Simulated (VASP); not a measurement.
# Mo3N (Pm-3m) in VASP: notebook

The runs below take Mo3N through single point, relaxation of cell and atoms, with PBE.

Everything below comes from runs of VASP 6.6.1. Logs are shortened: lines on timing, memory, paths and dates and some standing lists are left out, and cuts for length are marked.

**1. The cell of the first run**

The structure is cubic, space group Pm-3m (No. 221). Conventional cell: a = 3.799 Å, b = 3.799 Å, c = 3.799 Å, α = 90.00°, β = 90.00°, γ = 90.00°. Mo (site symmetry 4/mmm) has 8 Mo at 2.69 Å and 4 N at 2.69 Å within 3.5 Å. Within 3.5 Å of N (site symmetry m-3m) lie 12 Mo at 2.69 Å.

**2. Single point, PBE**

INCAR

```
SYSTEM = Mo3N
ALGO = Normal
EDIFF = 1E-6
ENCUT = 520
GGA = PE
ISIF = 2
ISMEAR = 0
LASPH = .True.
LCHARG = .False.
LREAL = .False.
LWAVE = .False.
NBANDS = 32
NELM = 60
PREC = Accurate
SIGMA = 0.1
```

KPOINTS

```
k-points
0
Gamma
  6 6 6
  0 0 0
```

POSCAR

```
Mo3N
1.0
    3.7990893360      0.0000000000      0.0000000000
    0.0000000000      3.7990893360      0.0000000000
    0.0000000000      0.0000000000      3.7990893360
Mo N
3 1
Direct
    0.0000000000      0.5000000000      0.5000000000
    0.5000000000      0.0000000000      0.5000000000
    0.5000000000      0.5000000000      0.0000000000
    0.0000000000      0.0000000000      0.0000000000
```

Potentials or basis: VASP PAW PBE potentials, release 64 (Mo_sv, N).

The run is started by

```
cat potpaw_PBE.64/Mo_sv/POTCAR potpaw_PBE.64/N/POTCAR > POTCAR
mpirun -np 1 vasp_std > vasp.out
```

OUTCAR:

```text
SYSTEM = Mo3N
   EDIFF = 1E-6
   ENCUT = 520
   GGA = PE
   ISIF = 2
   ISMEAR = 0
   LASPH = .True.
   LREAL = .False.
   NELM = 60
   PREC = Accurate

 ion  position               nearest neighbor table
   1  0.000  0.500  0.500-   2 2.69   3 2.69   3 2.69   2 2.69   2 2.69   3 2.69   3 2.69   2 2.69

   2  0.500  0.000  0.500-   1 2.69   3 2.69   3 2.69   1 2.69   3 2.69   3 2.69   1 2.69   1 2.69

   3  0.500  0.500  0.000-   1 2.69   2 2.69   1 2.69   2 2.69   2 2.69   2 2.69   1 2.69   1 2.69

   4  0.000  0.000  0.000-

  LATTYP: Found a simple cubic cell.
 ALAT       =     3.7990893360

  Lattice vectors:

 A1 = (   3.7990893360,   0.0000000000,   0.0000000000)
 A2 = (   0.0000000000,   3.7990893360,   0.0000000000)
 A3 = (   0.0000000000,   0.0000000000,   3.7990893360)

Analysis of symmetry for initial positions (statically):
=====================================================================
 Subroutine PRICEL returns:
 Original cell was already a primitive cell.

 Routine SETGRP: Setting up the symmetry group for a
 simple cubic supercell.

 Subroutine GETGRP returns: Found 48 space group operations
 (whereof 48 operations were pure point group operations)
 out of a pool of 48 trial point group operations.

The static configuration has the point symmetry O_h .

Analysis of symmetry for dynamics (positions and initial velocities):
=====================================================================
 Subroutine PRICEL returns:
 Original cell was already a primitive cell.

 Routine SETGRP: Setting up the symmetry group for a
 simple cubic supercell.

 Subroutine GETGRP returns: Found 48 space group operations
 (whereof 48 operations were pure point group operations)
 out of a pool of 48 trial point group operations.

The dynamic configuration has the point symmetry O_h .

 Subroutine INISYM returns: Found 48 space group operations
 (whereof 48 operations are pure point group operations),
 and found     1 'primitive' translations

----------------------------------------------------------------------------------------

                                     Primitive cell

  volume of cell :      54.8326

  direct lattice vectors                    reciprocal lattice vectors
     3.799089336  0.000000000  0.000000000     0.263220975  0.000000000  0.000000000
     0.000000000  3.799089336  0.000000000     0.000000000  0.263220975  0.000000000
     0.000000000  0.000000000  3.799089336     0.000000000  0.000000000  0.263220975

  length of vectors
     3.799089336  3.799089336  3.799089336     0.263220975  0.263220975  0.263220975

  position of ions in fractional coordinates (direct lattice)
     0.000000000  0.500000000  0.500000000
     0.500000000  0.000000000  0.500000000
     0.500000000  0.500000000  0.000000000
     0.000000000  0.000000000  0.000000000

  ion indices of the primitive-cell ions
   primitive index   ion index
                 1           1
                 2           2
                 3           3
                 4           4

----------------------------------------------------------------------------------------

 KPOINTS: k-points

Automatic generation of k-mesh.
 Grid dimensions read from file:
 generate k-points for:    6    6    6

 Generating k-lattice:

  Cartesian coordinates                     Fractional coordinates (reciprocal lattice)
     0.043870163  0.000000000  0.000000000     0.166666667  0.000000000  0.000000000
     0.000000000  0.043870163  0.000000000     0.000000000  0.166666667  0.000000000
     0.000000000  0.000000000  0.043870163     0.000000000  0.000000000  0.166666667

  Length of vectors
     0.043870163  0.043870163  0.043870163

  Shift w.r.t. Gamma in fractional coordinates (k-lattice)
     0.000000000  0.000000000  0.000000000

 Subroutine IBZKPT returns following result:
 ===========================================

 Found     20 irreducible k-points:

 Following reciprocal coordinates:
            Coordinates               Weight
  0.000000  0.000000  0.000000      1.000000
  0.166667  0.000000  0.000000      6.000000
  0.333333  0.000000  0.000000      6.000000
  0.500000  0.000000  0.000000      3.000000
  0.166667  0.166667  0.000000     12.000000
  0.333333  0.166667  0.000000     24.000000
[... 12 lines left out ...]
  0.500000  0.500000  0.333333      6.000000
  0.500000  0.500000  0.500000      1.000000
   k-points           NKPTS =     20   k-points in BZ     NKDIM =     20   number of bands    NBANDS=     32
   number of dos      NEDOS =    301   number of ions     NIONS =      4
   total plane-waves  NPLWV =  21952
   dimension x,y,z NGX =    28 NGY =   28 NGZ =   28
   dimension x,y,z NGXF=    56 NGYF=   56 NGZF=   56
   ions per type =               3   1
   NGX,Y,Z   is equivalent  to a cutoff of  12.25, 12.25, 12.25 a.u.
   NGXF,Y,Z  is equivalent  to a cutoff of  24.51, 24.51, 24.51 a.u.
 SYSTEM =  Mo3N
   PREC   = accura    normal or accurate (medium, high low for compatibility)
   ISTART =      0    job   : 0-new  1-cont  2-samecut
   ICHARG =      2    charge: 1-file 2-atom 10-const
   ISPIN  =      1    spin polarized calculation?
   LNONCOLLINEAR =      F non collinear calculations
   LSORBIT =      F    spin-orbit coupling
   LASPH  =      T    aspherical Exc in radial PAW
   ENCUT  =  520.0 eV  38.22 Ry    6.18 a.u.   7.06  7.06  7.06*2*pi/ulx,y,z
   NELM   =     60;   NELMIN=  2; NELMDL= -5     # of ELM steps
   EDIFF  = 0.1E-05   stopping-criterion for ELM
   LREAL  =      F    real-space projection
   EDIFFG = 0.1E-04   stopping-criterion for IOM
   NSW    =      0    number of steps for IOM
   IBRION =     -1    ionic relax: 0-MD 1-quasi-New 2-CG
   NFREE  =      0    steps in history (QN), initial steepest desc. (CG)
   ISIF   =      2    stress and relaxation
   ISYM   =      2    0-nonsym 1-usesym 2-fastsym
   POTIM  = 0.5000    time-step for ionic-motion
   TEBEG  =    0.0;   TEEND  =   0.0 temperature during run
   PSTRESS=    0.0 pullay stress
   NELECT =      47.0000    total number of electrons
   NUPDOWN=      -1.0000    fix difference up-down
   EMIN   =  10.00;   EMAX   =-10.00  energy-range for DOS
   EFERMI =   0.00;   METHOD = LEGACY
   ISMEAR =     0;   SIGMA  =   0.10  broadening in eV -4-tet -1-fermi 0-gaus
   EFERMI_NEDOS =   21; number of points for ismear=-14 and -15
   IALGO  =     38    algorithm
   IMIX   =      4    mixing-type and parameters
     AMIX     =   0.40;   BMIX     =  1.00
     AMIX_MAG =   1.60;   BMIX_MAG =  1.00
  volume/ion in A,a.u.               =      13.71        92.51
  Fermi-wavevector in a.u.,A,eV,Ry     =   1.555111  2.938733 32.903907  2.418369
  Thomas-Fermi vector in A             =   2.659099
   LORBIT       =      0    0 simple, 1 ext, 2 COOP (PROOUT), +10 PAW based schemes
   GGA     = PE    functional components
   LHFCALC =     F    Hartree Fock is set to
   AEXX    =    0.0000 exact exchange contribution
   IVDW    =     0    specifies the selected vdW correction
   LEPSILON=     F    determine dielectric tensor
   LRPA    =     F    only Hartree local field effects (RPA)
 non-spin polarized calculation
 Gauss-broadening in eV      SIGMA  =   0.10
  energy-cutoff  :      520.00
  volume of cell :       54.83
 maximum number of plane-waves:      1498
   NGX = 15   NGY = 15   NGZ = 15

 number of electron      46.9999990 magnetization

 Free energy of the ion-electron system (eV)
  ---------------------------------------------------
  ext. energy  EPLUGINS =         0.00000000
  ---------------------------------------------------
  free energy    TOTEN  =       -36.73877851 eV

  energy without entropy =      -36.71646899  energy(sigma->0) =      -36.72762375

 E-fermi :  11.8968     XC(G=0): -13.1377

 val. band max:       11.8599188425   @ k =   0.5000   0.5000   0.0000
 cond. band min:      11.9143303123   @ k =   0.3333   0.0000   0.0000
 fundamental gap:      0.0544114698
 Fermi energy:        11.8968131485

 k-point     1 :       0.0000    0.0000    0.0000
  band No.  band energies     occupation
      1     -49.5661      2.00000
      2     -49.1582      2.00000
      3     -49.1582      2.00000
      4     -24.1712      2.00000
      5     -24.1712      2.00000
      6     -24.1712      2.00000
[... 24 lines left out ...]
     31      16.8262      0.00000
     32      16.8262      0.00000

 k-point     2 :       0.1667    0.0000    0.0000
  band No.  band energies     occupation
      1     -49.5424      2.00000
      2     -49.1826      2.00000
      3     -49.1579      2.00000
      4     -24.1214      2.00000
      5     -24.1214      2.00000
      6     -24.0934      2.00000
[... 24 lines left out ...]
     31      15.5241      0.00000
     32      16.8280      0.00000

 k-point     3 :       0.3333    0.0000    0.0000
  band No.  band energies     occupation
      1     -49.4809      2.00000
      2     -49.2454      2.00000
      3     -49.1572      2.00000
      4     -24.0004      2.00000
      5     -24.0004      2.00000
      6     -23.8734      2.00000
[... 24 lines left out ...]
     31      14.7998      0.00000
     32      16.3272      0.00000

 k-point     4 :       0.5000    0.0000    0.0000
  band No.  band energies     occupation
      1     -49.4315      2.00000
      2     -49.2956      2.00000
      3     -49.1568      2.00000
      4     -23.9195      2.00000
      5     -23.9195      2.00000
      6     -23.6010      2.00000
[... 514 lines left out ...]
     31      14.7144      0.00000
     32      15.8571      0.00000

 k-point    19 :       0.5000    0.5000    0.3333
  band No.  band energies     occupation
      1     -49.2919      2.00000
      2     -49.2917      2.00000
      3     -49.2917      2.00000
      4     -24.5593      2.00000
      5     -24.0549      2.00000
      6     -23.9725      2.00000
[... 24 lines left out ...]
     31      15.3057      0.00000
     32      15.5286      0.00000

 k-point    20 :       0.5000    0.5000    0.5000
  band No.  band energies     occupation
      1     -49.2912      2.00000
      2     -49.2912      2.00000
      3     -49.2912      2.00000
      4     -24.6603      2.00000
      5     -24.0526      2.00000
      6     -24.0526      2.00000
[... 24 lines left out ...]
     31      16.0971      0.00000
     32      16.0971      0.00000

------------------------ aborting loop because EDIFF is reached ----------------------------------------

  FORCE on cell =-STRESS in cart. coord.  units (eV):
  Direction    XX          YY          ZZ          XY          YZ          ZX
  --------------------------------------------------------------------------------------
  -------------------------------------------------------------------------------------
  Total        0.2587238      0.2587238      0.2587238      0.0000000      0.0000000      0.0000000
  in kB        7.5597663      7.5597663      7.5597663      0.0000000      0.0000000      0.0000000
  external PRESSURE =       7.5597663 kB  Pullay stress =       0.0000000 kB

 VOLUME and BASIS-vectors are now :
 -----------------------------------------------------------------------------
  energy-cutoff  :      520.00
  volume of cell :       54.83
      direct lattice vectors                 reciprocal lattice vectors
     3.799089336  0.000000000  0.000000000     0.263220975  0.000000000  0.000000000
     0.000000000  3.799089336  0.000000000     0.000000000  0.263220975  0.000000000
     0.000000000  0.000000000  3.799089336     0.000000000  0.000000000  0.263220975

 POSITION                                       TOTAL-FORCE (eV/Angst)
 -----------------------------------------------------------------------------------
      0.00000      1.89954      1.89954         0.000000      0.000000      0.000000
      1.89954      0.00000      1.89954         0.000000      0.000000      0.000000
      1.89954      1.89954      0.00000         0.000000      0.000000      0.000000
      0.00000      0.00000      0.00000         0.000000      0.000000      0.000000
 -----------------------------------------------------------------------------------
    total drift:                                0.000000      0.000000      0.000000

  FREE ENERGIE OF THE ION-ELECTRON SYSTEM (eV)
  ---------------------------------------------------
  free  energy   TOTEN  =       -36.7387785080 eV

  energy  without entropy=      -36.7164689880  energy(sigma->0) =      -36.72762375
```

Wall time 12 s (1 thread of Intel Xeon 6975P-C (Granite Rapids), shared host); peak memory 0.17 GiB.

Results:

| Quantity | Value |
| --- | --- |
| Free energy | -36.7388 eV |
| Pressure | 0.8 GPa |
| Band gap on the k mesh | zero (an odd number of electrons rules out a gap without spin polarisation) |

**3. Relaxation of cell and atoms, PBE**

This run uses another cell than the first one, of 12.52 Å³/atom.

INCAR

```
SYSTEM = Mo3N
PREC     = Accurate       ! precision mode
ENCUT    = 600            ! plane-wave cutoff, eV
EDIFF    = 1E-6           ! SCF threshold, eV
ISMEAR   = 0              ! smearing method
SIGMA    = 0.1            ! smearing width, eV
LREAL    = .False.        ! projectors in reciprocal space
LASPH    = .True.         ! aspherical terms in the spheres
NELM     = 80             ! most SCF steps
ALGO     = Normal         ! electronic algorithm
ISIF     = 3              ! what is computed and relaxed
LWAVE    = .False.        ! write WAVECAR
LCHARG   = .False.        ! write CHGCAR
GGA      = PE             ! functional
IBRION   = 2              ! ionic algorithm
NSW      = 90             ! ionic steps
EDIFFG   = -0.04          ! ionic threshold
```

KPOINTS

```
Automatic mesh
0
Gamma
  6 6 6
  0 0 0
```

POSCAR

```
Mo3N
1.0
    3.6857627131      0.0000000000      0.0000000000
    0.0000000000      3.6857627131      0.0000000000
    0.0000000000      0.0000000000      3.6857627131
Mo N
3 1
Direct
    0.0000000000      0.5000000000      0.5000000000
    0.5000000000      0.0000000000      0.5000000000
    0.5000000000      0.5000000000      0.0000000000
    0.0000000000      0.0000000000      0.0000000000
```

Potentials or basis: VASP PAW PBE potentials, release 64 (Mo_sv, N).

The run is started by

```
cat potpaw_PBE.64/Mo_sv/POTCAR potpaw_PBE.64/N/POTCAR > POTCAR
mpirun -np 1 vasp_std > vasp.out
```

Run time: 48 s. Hardware: 1 thread of Intel Xeon 6975P-C (Granite Rapids), shared host; peak memory 0.19 GiB.

It converged, with:

- Free energy: -36.7342 eV
- Relaxed volume: 13.76 Å³/atom
- Relaxed cell: a = 3.804 Å, b = 3.804 Å, c = 3.804 Å, α = 90.00°, β = 90.00°, γ = 90.00°
- Space group after relaxing (to 0.1 Å): Pm-3m (No. 221)
- Energy gained by relaxing: 85.5 meV/atom
- Ionic steps: 4
- Pressure after relaxing: -0.1 GPa
- Band gap on the k mesh: zero (an odd number of electrons rules out a gap without spin polarisation)

The path:
| step | energy change (eV) | largest force (eV/Å) | pressure (GPa) | volume (Å³) |
| --- | --- | --- | --- | --- |
| 1 | 0.0000 | 0.0000 | 24.14 | 50.07 |
| 2 | 0.5691 | 0.0000 | -25.41 | 65.02 |
| 3 | -0.3410 | 0.0000 | -1.01 | 55.27 |
| 4 | -0.3418 | 0.0000 | -0.11 | 55.03 |

Final structure:
```
CELL_PARAMETERS angstrom
3.80366 0.00000 0.00000
0.00000 3.80366 0.00000
0.00000 0.00000 3.80366
ATOMIC_POSITIONS crystal
Mo 0.00000 0.50000 0.50000
Mo 0.50000 0.00000 0.50000
Mo 0.50000 0.50000 0.00000
N 0.00000 0.00000 0.00000
```

Levels at points of the mesh, in eV from the Fermi level:
| k point | band 20 | band 21 | band 22 | band 23 | band 24 | band 25 | band 26 | band 27 |
| --- | --- | --- | --- | --- | --- | --- | --- | --- |
| (0.00, 0.00, 0.00) | -3.20 | -3.20 | -3.20 | -1.99 | 0.63 | 0.63 | 0.63 | 2.69 |
| (0.50, 0.00, 0.00) | -1.40 | -1.27 | -1.27 | -0.53 | -0.51 | -0.30 | -0.30 | 0.70 |
| (0.50, 0.50, 0.00) | -2.68 | -1.19 | -1.19 | -0.11 | -0.11 | -0.04 | 0.09 | 1.30 |
| (0.50, 0.50, 0.50) | -1.92 | -1.73 | -1.73 | -1.73 | 0.37 | 0.37 | 0.37 | 1.63 |

**4. Single point, PBE**

INCAR

```
PREC     = Accurate       # precision mode
ENCUT    = 520            # plane-wave cutoff, eV
EDIFF    = 1E-6           # SCF threshold, eV
ISMEAR   = 0              # smearing method
SIGMA    = 0.1            # smearing width, eV
LREAL    = False          # projectors in reciprocal space
LASPH    = True           # aspherical terms in the spheres
NELM     = 100            # most SCF steps
ALGO     = Normal         # electronic algorithm
ISIF     = 2              # what is computed and relaxed
LWAVE    = False          # write WAVECAR
LCHARG   = False          # write CHGCAR
GGA      = PE             # functional
NBANDS   = 32             # bands
```

KPOINTS

```
Automatic mesh
0
Gamma
  12 12 12
```

POSCAR

```
Mo3N
1.0
    3.8000585261      0.0000000000      0.0000000000
    0.0000000000      3.8000585261      0.0000000000
    0.0000000000      0.0000000000      3.8000585261
Mo N
3 1
Direct
    0.0000000000      0.5000000000      0.5000000000
    0.5000000000      0.0000000000      0.5000000000
    0.5000000000      0.5000000000      0.0000000000
    0.0000000000      0.0000000000      0.0000000000
```

The run is started by

```
cat potpaw_PBE.64/Mo_sv/POTCAR potpaw_PBE.64/N/POTCAR > POTCAR
mpirun -np 1 vasp_std > vasp.out
```

Run time: 41 s. Hardware: 1 thread of Intel Xeon 6975P-C (Granite Rapids), shared host; peak memory 0.24 GiB.

The run converged. Its results:

```
Free energy            : -36.7433 eV
Pressure               : 0.5 GPa
Band gap on the k mesh : zero (an odd number of electrons rules out a gap without spin polarisation)
```

Levels at points of the mesh, in eV from the Fermi level:
```
           k point  band 21  band 22  band 23  band 24  band 25  band 26
(0.00, 0.00, 0.00)    -3.15    -3.15    -1.93     0.68     0.68     0.68
(0.50, 0.00, 0.00)    -1.22    -1.22    -0.48    -0.45    -0.25    -0.25
(0.50, 0.50, 0.00)    -1.14    -1.14    -0.06    -0.06     0.02     0.15
(0.50, 0.50, 0.50)    -1.68    -1.68    -1.68     0.43     0.43     0.43
```

**5. Single point, PBE, collinear spin**

This run uses another cell than the first one, of 12.52 Å³/atom.

INCAR

```
SYSTEM = Mo3N
PREC     = Accurate       ! precision mode
ENCUT    = 520            ! plane-wave cutoff, eV
EDIFF    = 1E-6           ! SCF threshold, eV
ISMEAR   = 0              ! smearing method
SIGMA    = 0.1            ! smearing width, eV
LREAL    = .FALSE.        ! projectors in reciprocal space
LASPH    = .TRUE.         ! aspherical terms in the spheres
NELM     = 150            ! most SCF steps
ALGO     = Normal         ! electronic algorithm
ISIF     = 2              ! what is computed and relaxed
LWAVE    = .FALSE.        ! write WAVECAR
LCHARG   = .TRUE.         ! write CHGCAR
ISPIN    = 2              ! spin polarisation
MAGMOM   = 1 1 1 0        ! initial moments
LORBIT   = 11             ! projections on sites
LMAXMIX  = 4              ! l up to which the mixer works
GGA      = PE             ! functional
LELF     = .TRUE.         ! ELF
LVHAR    = .TRUE.       
NBANDS   = 36             ! bands
```

KPOINTS

```
regular mesh
0
G
  6 6 6
  0 0 0
```

POSCAR

```
Mo3N
1.0
    3.6857627131      0.0000000000      0.0000000000
    0.0000000000      3.6857627131      0.0000000000
    0.0000000000      0.0000000000      3.6857627131
Mo N
3 1
Direct
    0.0000000000      0.5000000000      0.5000000000
    0.5000000000      0.0000000000      0.5000000000
    0.5000000000      0.5000000000      0.0000000000
    0.0000000000      0.0000000000      0.0000000000
```

The run is started by

```
cat potpaw_PBE.64/Mo_sv/POTCAR potpaw_PBE.64/N/POTCAR > POTCAR
mpirun -np 1 vasp_std > vasp.out
```

Wall time 26 s (1 thread of Intel Xeon 6975P-C (Granite Rapids), shared host); peak memory 0.2 GiB.

Results (log left out):

```yaml
Free_energy: -36.3908 eV
Pressure: 24.3 GPa
Net_moment: 0.00 μB per cell
Valence_electrons_inside_the_program's_atomic_spheres: Mo 12.79; N 3.47
```

Levels at points of the mesh, in eV from the Fermi level:
Spin up:
```tsv
k point	band 20	band 21	band 22	band 23	band 24	band 25	band 26	band 27
(0.00, 0.00, 0.00)	-3.70	-3.70	-3.70	-1.78	0.58	0.58	0.58	2.99
(0.50, 0.00, 0.00)	-1.67	-1.42	-1.42	-0.80	-0.66	-0.43	-0.43	1.15
(0.50, 0.50, 0.00)	-2.83	-1.36	-1.36	-0.20	-0.20	-0.04	0.01	1.37
(0.50, 0.50, 0.50)	-2.05	-2.05	-2.05	-2.04	0.29	0.29	0.29	1.73
```
Spin down:
```
           k point  band 20  band 21  band 22  band 23  band 24  band 25  band 26  band 27
(0.00, 0.00, 0.00)    -3.70    -3.70    -3.70    -1.78     0.58     0.58     0.58     2.99
(0.50, 0.00, 0.00)    -1.67    -1.42    -1.42    -0.80    -0.66    -0.43    -0.43     1.15
(0.50, 0.50, 0.00)    -2.83    -1.36    -1.36    -0.20    -0.20    -0.04     0.01     1.37
(0.50, 0.50, 0.50)    -2.05    -2.05    -2.05    -2.04     0.29     0.29     0.29     1.73
```

Caveat: the cell stands under pressure.

[end of part 1 of 2]
